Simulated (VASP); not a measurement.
Here is a VASP 6.6.1 calculation.

The input INCAR:

```
PREC     = Accurate       # precision mode
ENCUT    = 520            # plane-wave cutoff, eV
EDIFF    = 1E-6           # SCF threshold, eV
ISMEAR   = 0              # smearing method
SIGMA    = 0.1            # smearing width, eV
LREAL    = F              # projectors in reciprocal space
LASPH    = T              # aspherical terms in the spheres
NELM     = 80             # most SCF steps
ALGO     = Fast           # electronic algorithm
ISIF     = 2              # what is computed and relaxed
LWAVE    = F              # write WAVECAR
LCHARG   = T              # write CHGCAR
GGA      = PE             # functional
LELF     = T              # ELF
LVHAR    = T            
NBANDS   = 25             # bands
```

Contents of KPOINTS:

```
regular mesh
0
Gamma
  6 6 10
```

POSCAR

```
ScB2Sb3
1.0
    6.4245641666     -0.0000000031      0.0000000000
   -3.2122820806      5.5638357780      0.0000000000
    0.0000000000      0.0000000000      3.3557524267
Sc B Sb
1 2 3
Direct
    0.0000000000      0.0000000000      0.0000000000
    0.3333333333      0.6666666667      0.0000000000
    0.6666666667      0.3333333333      0.0000000000
    0.5000000000      0.0000000000      0.5000000000
    0.5000000000      0.5000000000      0.5000000000
    0.0000000000      0.5000000000      0.5000000000
```

Potentials or basis: VASP PAW PBE potentials, release 64 (Sc_sv, B, Sb).

Command:

```console
$ cat potpaw_PBE.64/Sc_sv/POTCAR potpaw_PBE.64/B/POTCAR potpaw_PBE.64/Sb/POTCAR > POTCAR
$ mpirun -np 1 vasp_std > vasp.out
```

Question: Predict the band gap on the k mesh.

Answer: Zero (bands 16 and 17 overlap by 1.35 eV).

Question: Predict the pressure.

Answer: 0.1 GPa.

Caveat: spin-orbit coupling is left out, which moves the levels of the heavy elements.
